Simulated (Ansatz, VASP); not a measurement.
## One calculation of B6C, two programs

```
B C
1.0
    -2.55915    2.55915    2.23596
     2.55915   -2.55915    2.23596
     2.55915    2.55915   -2.23596
B C
6 1
Direct
  0.00000 0.65557 0.65557
  0.00000 0.34443 0.34443
  0.66885 0.66885 0.00000
  0.33115 0.33115 0.00000
  0.65557 0.00000 0.65557
  0.34443 0.00000 0.34443
  0.00000 0.00000 0.00000
```

Change from the starting cell: species swapped into the TcF6 type (I4/mmm, No. 139).

Alike in both runs: functional PBE; k mesh 4 × 4 × 4; occupations gaussian, width 0.2 eV; no spin polarisation.

Ansatz relaxed the structure, and its values are those at the end. VASP's run is a single point on that final structure, the one shown.

```csv
,VASP,Ansatz
version,VASP 6.6.1,Ansatz 0.2.0
potentials or method,"VASP PAW PBE potentials, release 64 (B, C), cutoff 600 eV","scalar-relativistic, plane waves, PAW"
valence electrons in the cell,22,22
```

```csv
,VASP,Ansatz,Ansatz less VASP
gap on the k mesh at the Fermi level (eV),none,none,-
pressure (GPa),-0.4,-0.3,+0.17
rms of the force components (eV/Å),0.008,0.002,-0.0059
```

A gap of «none» marks a metal or a gap that the smearing closes. The functional is the same, so the differences come from potentials, cutoffs and numerics.

The k mesh is coarse, so the values compare programs but aren't converged.
